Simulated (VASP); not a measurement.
# BaTiO3 (R3m) in VASP: notebook

Runs on BaTiO3. Level: PBE. Tasks: relaxation of shape and atoms at fixed volume.

Program: VASP 6.6.1. These are calculated values, not measurements. Logs are shortened: lines on timing, memory, paths and dates and some standing lists are left out, and cuts for length are marked.

### 1 The cell of the first run

It takes space group R3m (No. 160, trigonal). Conventional cell: a = 5.501 Å, b = 5.501 Å, c = 6.742 Å, α = 90.00°, β = 90.00°, γ = 120.00°. Ba (site symmetry 3m) has 12 O at 2.72 to 2.78 Å and 8 Ti at 3.33 to 3.41 Å within 3.6 Å. Within 2.5 Å of Ti (site symmetry 3m) lie 6 O at 1.89 to 2.00 Å. Within 2.5 Å of O (site symmetry m) lie 2 Ti at 1.89 to 2.00 Å.

### 2 Relaxation of shape and atoms at fixed volume, PBE (11.78 Å³/atom)

Contents of INCAR:

```
ALGO     = Normal         # electronic algorithm
EDIFF    = 1E-6           # SCF threshold, eV
EDIFFG   = -0.01          # ionic threshold
ENCUT    = 600            # plane-wave cutoff, eV
GGA      = PE             # functional
IBRION   = 2              # ionic algorithm
ISIF     = 4              # what is computed and relaxed
ISMEAR   = 0              # smearing method
LASPH    = True           # aspherical terms in the spheres
LCHARG   = False          # write CHGCAR
LREAL    = False          # projectors in reciprocal space
LWAVE    = False          # write WAVECAR
NELM     = 80             # most SCF steps
NSW      = 50             # ionic steps
PREC     = Accurate       # precision mode
SIGMA    = 0.02           # smearing width, eV
```

Contents of KPOINTS:

```
k-points
0
Gamma
  6 6 6
```

Contents of POSCAR:

```
BaTiO3
1.0
    2.7503989769      1.5879435897      2.2472882049
   -2.7503989769      1.5879435897      2.2472882049
    0.0000000000     -3.1758871794      2.2472882049
Ba Ti O
1 1 3
Direct
    0.0012937342      0.0012937342      0.0012937342
    0.4953272758      0.4953272758      0.4953272758
    0.5069161544      0.5069161544      0.0087466812
    0.0087466812      0.5069161544      0.5069161544
    0.5069161544      0.0087466812      0.5069161544
```

Potentials or basis: VASP PAW PBE potentials, release 64 (Ba_sv, Ti_sv, O).

Run with:

```bash
$ cat potpaw_PBE.64/Ba_sv/POTCAR potpaw_PBE.64/Ti_sv/POTCAR potpaw_PBE.64/O/POTCAR > POTCAR
$ mpirun -np 1 vasp_std > vasp.out
```

OUTCAR:

```text
EDIFF = 1E-6
   EDIFFG = -0.01
   ENCUT = 600
   GGA = PE
   IBRION = 2
   ISIF = 4
   ISMEAR = 0
   LASPH = True
   LREAL = False
   NELM = 80
   NSW = 50
   PREC = Accurate

 ion  position               nearest neighbor table
   1  0.001  0.001  0.001-   4 2.72   5 2.72   3 2.72   3 2.75   3 2.75   5 2.75   4 2.75   4 2.75
                             5 2.75   4 2.78   5 2.78   3 2.78   2 3.33   2 3.36   2 3.36   2 3.36
   2  0.495  0.495  0.495-   4 1.89   5 1.89   3 1.89   5 2.00   4 2.00   3 2.00   1 3.33   1 3.36
                             1 3.36   1 3.36   1 3.38   1 3.38   1 3.38   1 3.41
   3  0.507  0.507  0.009-   2 1.89   2 2.00   1 2.72   1 2.75   1 2.75   1 2.78
   4  0.009  0.507  0.507-   2 1.89   2 2.00   1 2.72   1 2.75   1 2.75   1 2.78
   5  0.507  0.009  0.507-   2 1.89   2 2.00   1 2.72   1 2.75   1 2.75   1 2.78

  LATTYP: Found a trigonal (rhomboedric) cell.
 ALAT       =     3.8905736919
 COS(alpha) =     0.0004739905

  Lattice vectors:

 A1 = (   2.7503989769,   1.5879435897,   2.2472882049)
 A2 = (  -2.7503989769,   1.5879435897,   2.2472882049)
 A3 = (   0.0000000000,  -3.1758871794,   2.2472882049)

Analysis of symmetry for initial positions (statically):
=====================================================================
 Subroutine PRICEL returns:
 Original cell was already a primitive cell.

 Routine SETGRP: Setting up the symmetry group for a
 trigonal (rhombohedral) supercell.

 Subroutine GETGRP returns: Found  6 space group operations
 (whereof  6 operations were pure point group operations)
 out of a pool of 12 trial point group operations.

The static configuration has the point symmetry C_3v.

Analysis of symmetry for dynamics (positions and initial velocities):
=====================================================================
 Subroutine PRICEL returns:
 Original cell was already a primitive cell.

 Routine SETGRP: Setting up the symmetry group for a
 trigonal (rhombohedral) supercell.

 Subroutine GETGRP returns: Found  6 space group operations
 (whereof  6 operations were pure point group operations)
 out of a pool of 12 trial point group operations.

The dynamic configuration has the point symmetry C_3v.

 Subroutine INISYM returns: Found  6 space group operations
 (whereof  6 operations are pure point group operations),
 and found     1 'primitive' translations

----------------------------------------------------------------------------------------

                                     Primitive cell

  volume of cell :      58.8899

  direct lattice vectors                    reciprocal lattice vectors
     2.750398977  1.587943590  2.247288205     0.181791807  0.104957549  0.148326918
    -2.750398977  1.587943590  2.247288205    -0.181791807  0.104957549  0.148326918
     0.000000000 -3.175887179  2.247288205     0.000000000 -0.209915097  0.148326918

  length of vectors
     3.890573692  3.890573692  3.890573692     0.257031560  0.257031560  0.257031560

  position of ions in fractional coordinates (direct lattice)
     0.001293734  0.001293734  0.001293734
     0.495327276  0.495327276  0.495327276
     0.506916154  0.506916154  0.008746681
     0.008746681  0.506916154  0.506916154
     0.506916154  0.008746681  0.506916154

  ion indices of the primitive-cell ions
   primitive index   ion index
                 1           1
                 2           2
                 3           3
                 4           4
                 5           5

----------------------------------------------------------------------------------------

 KPOINTS: k-points

Automatic generation of k-mesh.
 Grid dimensions read from file:
 generate k-points for:    6    6    6

 Generating k-lattice:

  Cartesian coordinates                     Fractional coordinates (reciprocal lattice)
     0.030298635  0.017492925  0.024721153     0.166666667 -0.000000000  0.000000000
    -0.030298635  0.017492925  0.024721153    -0.000000000  0.166666667  0.000000000
     0.000000000 -0.034985850  0.024721153     0.000000000  0.000000000  0.166666667

  Length of vectors
     0.042838593  0.042838593  0.042838593

  Shift w.r.t. Gamma in fractional coordinates (k-lattice)
     0.000000000  0.000000000  0.000000000

 Subroutine IBZKPT returns following result:
 ===========================================

 Found     32 irreducible k-points:

 Following reciprocal coordinates:
            Coordinates               Weight
  0.000000  0.000000  0.000000      1.000000
  0.166667 -0.000000  0.000000      6.000000
  0.333333 -0.000000  0.000000      6.000000
  0.500000 -0.000000  0.000000      3.000000
  0.166667  0.166667  0.000000      6.000000
  0.333333  0.166667 -0.000000     12.000000
[... 16 lines left out ...]
  0.500000  0.500000  0.166667      6.000000
 -0.333333  0.500000  0.166667     12.000000
 [... further k-points ...]
   k-points           NKPTS =     32   k-points in BZ     NKDIM =     32   number of bands    NBANDS=     24
   number of dos      NEDOS =    301   number of ions     NIONS =      5
   total plane-waves  NPLWV =  32768
   dimension x,y,z NGX =    32 NGY =   32 NGZ =   32
   dimension x,y,z NGXF=    64 NGYF=   64 NGZF=   64
   ions per type =               1   1   3
   NGX,Y,Z   is equivalent  to a cutoff of  13.67, 13.67, 13.67 a.u.
   NGXF,Y,Z  is equivalent  to a cutoff of  27.35, 27.35, 27.35 a.u.
 SYSTEM =  unknown system
   PREC   = accura    normal or accurate (medium, high low for compatibility)
   ISTART =      0    job   : 0-new  1-cont  2-samecut
   ICHARG =      2    charge: 1-file 2-atom 10-const
   ISPIN  =      1    spin polarized calculation?
   LNONCOLLINEAR =      F non collinear calculations
   LSORBIT =      F    spin-orbit coupling
   LASPH  =      T    aspherical Exc in radial PAW
   ENCUT  =  600.0 eV  44.10 Ry    6.64 a.u.   7.77  7.77  7.77*2*pi/ulx,y,z
   NELM   =     80;   NELMIN=  2; NELMDL= -5     # of ELM steps
   EDIFF  = 0.1E-05   stopping-criterion for ELM
   LREAL  =      F    real-space projection
   EDIFFG = -.1E-01   stopping-criterion for IOM
   NSW    =     50    number of steps for IOM
   IBRION =      2    ionic relax: 0-MD 1-quasi-New 2-CG
   NFREE  =      1    steps in history (QN), initial steepest desc. (CG)
   ISIF   =      4    stress and relaxation
   ISYM   =      2    0-nonsym 1-usesym 2-fastsym
   POTIM  = 0.5000    time-step for ionic-motion
   TEBEG  =    0.0;   TEEND  =   0.0 temperature during run
   PSTRESS=    0.0 pullay stress
   NELECT =      40.0000    total number of electrons
   NUPDOWN=      -1.0000    fix difference up-down
   EMIN   =  10.00;   EMAX   =-10.00  energy-range for DOS
   EFERMI =   0.00;   METHOD = LEGACY
   ISMEAR =     0;   SIGMA  =   0.02  broadening in eV -4-tet -1-fermi 0-gaus
   EFERMI_NEDOS =   21; number of points for ismear=-14 and -15
   IALGO  =     38    algorithm
   IMIX   =      4    mixing-type and parameters
     AMIX     =   0.40;   BMIX     =  1.00
     AMIX_MAG =   1.60;   BMIX_MAG =  1.00
  volume/ion in A,a.u.               =      11.78        79.48
  Fermi-wavevector in a.u.,A,eV,Ry     =   1.439068  2.719444 28.176521  2.070916
  Thomas-Fermi vector in A             =   2.557964
   LORBIT       =      0    0 simple, 1 ext, 2 COOP (PROOUT), +10 PAW based schemes
   GGA     = PE    functional components
   LHFCALC =     F    Hartree Fock is set to
   AEXX    =    0.0000 exact exchange contribution
   IVDW    =     0    specifies the selected vdW correction
   LEPSILON=     F    determine dielectric tensor
   LRPA    =     F    only Hartree local field effects (RPA)
 conjugate gradient relaxation of ions
 non-spin polarized calculation
 Gauss-broadening in eV      SIGMA  =   0.02
  energy-cutoff  :      600.00
  volume of cell :       58.89
 maximum number of plane-waves:      1984
   NGX = 15   NGY = 15   NGZ = 15

--------------------------------------- Ionic step        1  -------------------------------------------

 number of electron      40.0000007 magnetization

 Free energy of the ion-electron system (eV)
  ---------------------------------------------------
  ext. energy  EPLUGINS =         0.00000000
  ---------------------------------------------------
  free energy    TOTEN  =       -39.55576841 eV

  energy without entropy =      -39.55576841  energy(sigma->0) =      -39.55576841

------------------------ aborting loop because EDIFF is reached ----------------------------------------

  FORCE on cell =-STRESS in cart. coord.  units (eV):
  Direction    XX          YY          ZZ          XY          YZ          ZX
  --------------------------------------------------------------------------------------
  -------------------------------------------------------------------------------------
  Total        8.3463497      8.3463497      8.3043490      0.0000000      0.0000000      0.0000000
  in kB      227.0734544    227.0734545    225.9307708      0.0000000      0.0000000      0.0000000
  external PRESSURE =     226.6925599 kB  Pullay stress =       0.0000000 kB
[... 297 lines left out ...]
  energy  without entropy=      -39.5626113489  energy(sigma->0) =      -39.56261135

--------------------------------------- Ionic step        9  -------------------------------------------

 number of electron      40.0000002 magnetization

 Free energy of the ion-electron system (eV)
  ---------------------------------------------------
  ext. energy  EPLUGINS =         0.00000000
  ---------------------------------------------------
  free energy    TOTEN  =       -39.56264058 eV

  energy without entropy =      -39.56264058  energy(sigma->0) =      -39.56264058

 E-fermi :   4.6347     XC(G=0): -11.7148

 val. band max:        4.5165576982   @ k =   0.5000   0.5000   0.5000
 cond. band min:       6.4262940294   @ k =   0.0000   0.0000   0.0000
 fundamental gap:      1.9097363313
 Fermi energy:         4.6346977626

 k-point     1 :       0.0000    0.0000    0.0000
  band No.  band energies     occupation
      1     -51.7542      2.00000
      2     -28.0183      2.00000
      3     -28.0182      2.00000
      4     -28.0182      2.00000
      5     -20.1304      2.00000
      6     -12.5551      2.00000
[... 637 lines left out ...]
     23       8.7812      0.00000
     24      10.7841      0.00000

 [... further k-points ...]
[... 5 lines left out ...]
  --------------------------------------------------------------------------------------
  -------------------------------------------------------------------------------------
  Total        8.1104296      8.1104296      8.0992766      0.0000000      0.0000000      0.0000000
  in kB      220.6549388    220.6549389    220.3515069      0.0000000      0.0000000      0.0000000
  external PRESSURE =     220.5537949 kB  Pullay stress =       0.0000000 kB
[... 20 lines left out ...]
  FREE ENERGIE OF THE ION-ELECTRON SYSTEM (eV)
  ---------------------------------------------------
  free  energy   TOTEN  =       -39.5626405816 eV

  energy  without entropy=      -39.5626405816  energy(sigma->0) =      -39.56264058

 reached required accuracy - stopping structural energy minimisation
```

It took 86 s on 1 thread of Intel Xeon 6975P-C (Granite Rapids), shared host; peak memory 0.21 GiB.

What came out:

```
Free energy                  : -39.5626 eV
Energy gained by relaxing    : 1.4 meV/atom
Ionic steps                  : 9
Pressure after relaxing      : 22.1 GPa
Largest force after relaxing : 0.009 eV/Å
Band gap on the k mesh       : 1.91 eV (least direct gap 1.96 eV)
```

Forces in eV/Å, atoms in the order of the input:
```
Ba   0.000  0.000  0.009
Ti   0.000  0.000 -0.001
O    0.000 -0.009 -0.003
O    0.008  0.004 -0.003
O   -0.008  0.004 -0.003
```

Step by step:
| step | energy change (eV) | largest force (eV/Å) | pressure (GPa) | volume (Å³) |
| --- | --- | --- | --- | --- |
| 1 | 0.0000 | 0.1706 | 22.67 | 58.89 |
| 2 | -0.0028 | 0.1174 | 22.40 | 58.89 |
| 3 | -0.0036 | 0.0924 | 22.23 | 58.89 |
| 4 | -0.0052 | 0.0585 | 22.17 | 58.89 |
| 5 | -0.0066 | 0.0320 | 22.09 | 58.89 |
| 6 | -0.0066 | 0.0294 | 22.07 | 58.89 |
| 7 | -0.0068 | 0.0076 | 22.06 | 58.89 |
| 8 | -0.0068 | 0.0100 | 22.06 | 58.89 |
| 9 | -0.0069 | 0.0092 | 22.06 | 58.89 |

Final structure:
```
Ba Ti O
1.0
     2.75096    1.58827    2.24638
    -2.75096    1.58827    2.24638
     0.00000   -3.17653    2.24638
Ba Ti O
1 1 3
Direct
  0.00365 0.00365 0.00365
  0.50354 0.50354 0.50354
  0.50405 0.50405 0.00391
  0.00391 0.50405 0.50405
  0.50405 0.00391 0.50405
```

Caveat: spin-orbit coupling is left out, which moves the levels of the heavy elements.

### 3 Relaxation of shape and atoms at fixed volume, PBE (12.18 Å³/atom)

This run uses another cell than the first one, of 12.18 Å³/atom.

Contents of INCAR:

```
SYSTEM = BaTiO3
PREC = Accurate ; ENCUT = 600
EDIFF = 1E-6 ; ISMEAR = 0
SIGMA = 0.02 ; LREAL = .FALSE.
LASPH = .TRUE. ; NELM = 100
ALGO = Normal ; ISIF = 4
LWAVE = .FALSE. ; LCHARG = .FALSE.
GGA = PE ; IBRION = 2
NSW = 50 ; EDIFFG = -0.01
```

Contents of KPOINTS:

```
Automatic mesh
0
G
  6 6 6
  0 0 0
```

Contents of POSCAR:

```
BaTiO3
1.0
    2.7795767354      1.6047893764      2.2753675075
   -2.7795767354      1.6047893764      2.2753675075
    0.0000000000     -3.2095787528      2.2753675075
Ba Ti O
1 1 3
Direct
   -0.0010455444     -0.0010455444     -0.0010455444
    0.4889152569      0.4889152569      0.4889152569
    0.5088826494      0.5088826494      0.0135649887
    0.0135649887      0.5088826494      0.5088826494
    0.5088826494      0.0135649887      0.5088826494
```

Potentials or basis: VASP PAW PBE potentials, release 64 (Ba_sv, Ti_sv, O).

Run with:

```bash
$ cat potpaw_PBE.64/Ba_sv/POTCAR potpaw_PBE.64/Ti_sv/POTCAR potpaw_PBE.64/O/POTCAR > POTCAR
$ mpirun -np 1 vasp_std > vasp.out
```

OUTCAR:

```text
SYSTEM = BaTiO3
   PREC = Accurate
   ENCUT = 600
   EDIFF = 1E-6
   ISMEAR = 0
   LREAL = .FALSE.
   LASPH = .TRUE.
   NELM = 100
   ISIF = 4
   GGA = PE
   IBRION = 2
   NSW = 50
   EDIFFG = -0.01

 ion  position               nearest neighbor table
   1  0.999  0.999  0.999-   3 2.73   4 2.73   5 2.73   4 2.78   5 2.78   5 2.78   4 2.78   3 2.78
                             3 2.78   3 2.84   4 2.84   5 2.84   2 3.34   2 3.38   2 3.38   2 3.38
   2  0.489  0.489  0.489-   3 1.87   4 1.87   5 1.87   3 2.07   4 2.07   5 2.07   1 3.34   1 3.38
                             1 3.38   1 3.38   1 3.43   1 3.43   1 3.43   1 3.48
   3  0.509  0.509  0.014-   2 1.87   2 2.07   1 2.73   1 2.78   1 2.78   1 2.84
   4  0.014  0.509  0.509-   2 1.87   2 2.07   1 2.73   1 2.78   1 2.78   1 2.84
   5  0.509  0.014  0.509-   2 1.87   2 2.07   1 2.73   1 2.78   1 2.78   1 2.84

[... 389 lines left out ...]

 Free energy of the ion-electron system (eV)
  ---------------------------------------------------
  ext. energy  EPLUGINS =         0.00000000
  ---------------------------------------------------
  free energy    TOTEN  =       -39.79266215 eV

  energy without entropy =      -39.79266215  energy(sigma->0) =      -39.79266215

 E-fermi :   4.4480     XC(G=0): -11.5322

 val. band max:        4.2326597763   @ k =   0.5000   0.5000   0.5000
 cond. band min:       6.1674593958   @ k =   0.0000   0.0000   0.0000
 fundamental gap:      1.9347996195
 Fermi energy:         4.4480366615

 k-point     1 :       0.0000    0.0000    0.0000
  band No.  band energies     occupation
      1     -52.1415      2.00000
      2     -28.3890      2.00000
      3     -28.3890      2.00000
      4     -28.3879      2.00000
      5     -20.4681      2.00000
      6     -12.7649      2.00000
[... 637 lines left out ...]
     23       8.3429      0.00000
     24      10.2189      0.00000

 [... further k-points ...]
[... 5 lines left out ...]
  --------------------------------------------------------------------------------------
  -------------------------------------------------------------------------------------
  Total        5.4765362      5.4765362      5.4448866      0.0000000      0.0000000      0.0000000
  in kB      144.0844225    144.0844225    143.2517412      0.0000000      0.0000000      0.0000000
  external PRESSURE =     143.8068621 kB  Pullay stress =       0.0000000 kB
[... 20 lines left out ...]
  FREE ENERGIE OF THE ION-ELECTRON SYSTEM (eV)
  ---------------------------------------------------
  free  energy   TOTEN  =       -39.7926621524 eV

  energy  without entropy=      -39.7926621524  energy(sigma->0) =      -39.79266215

 reached required accuracy - stopping structural energy minimisation
```

Wall time 2 min (1 thread of Intel Xeon 6975P-C (Granite Rapids), shared host); peak memory 0.22 GiB.

What came out:

- Free energy: -39.7927 eV
- Energy gained by relaxing: 2.6 meV/atom
- Ionic steps: 13
- Pressure after relaxing: 14.4 GPa
- Band gap on the k mesh: 1.93 eV (least direct gap 2.07 eV)

Forces in eV/Å, atoms in the order of the input:
```
Ba   0.000  0.000  0.003
Ti   0.000  0.000  0.003
O    0.000  0.000 -0.002
O    0.000  0.000 -0.002
O    0.000  0.000 -0.002
```

Step by step:
```
step  energy change (eV)  largest force (eV/Å)  pressure (GPa)  volume (Å³)
   1              0.0000                0.3053           15.99        60.90
   2             -0.0078                0.1553           15.23        60.90
   3             -0.0092                0.1132           14.81        60.90
   4             -0.0114                0.0587           14.71        60.90
   5             -0.0125                0.0235           14.59        60.90
   6             -0.0126                0.0260           14.57        60.90
   7             -0.0128                0.0166           14.48        60.90
   8             -0.0128                0.0166           14.47        60.90
   9             -0.0128                0.0156           14.47        60.90
  10             -0.0128                0.0161           14.46        60.90
  11             -0.0129                0.0103           14.42        60.90
  12             -0.0129                0.0101           14.40        60.90
  13             -0.0129                0.0027           14.38        60.90
```

Final structure:
```
CELL_PARAMETERS angstrom
2.78130 1.60579 2.27254
-2.78130 1.60579 2.27254
0.00000 -3.21157 2.27254
ATOMIC_POSITIONS crystal
Ba 0.00199 0.00199 0.00199
Ti 0.49698 0.49698 0.49698
O 0.50625 0.50625 0.00772
O 0.00772 0.50625 0.50625
O 0.50625 0.00772 0.50625
```

Levels at points of the mesh, in eV from the valence-band top:
```
           k point  band 18  band 19  band 20  band 21  band 22  band 23
(0.00, 0.00, 0.00)    -0.16    -0.13    -0.13     1.93     1.93     1.97
(0.50, 0.00, 0.00)    -1.84    -0.75    -0.72     2.12     3.79     3.80
(0.50, 0.50, 0.00)    -0.84    -0.83    -0.10     3.80     3.81     4.23
(0.50, 0.50, 0.50)     0.00     0.00     0.00     4.50     4.53     4.53
```

Caveat: spin-orbit coupling is left out, which moves the levels of the heavy elements.

[end of part 1 of 2]
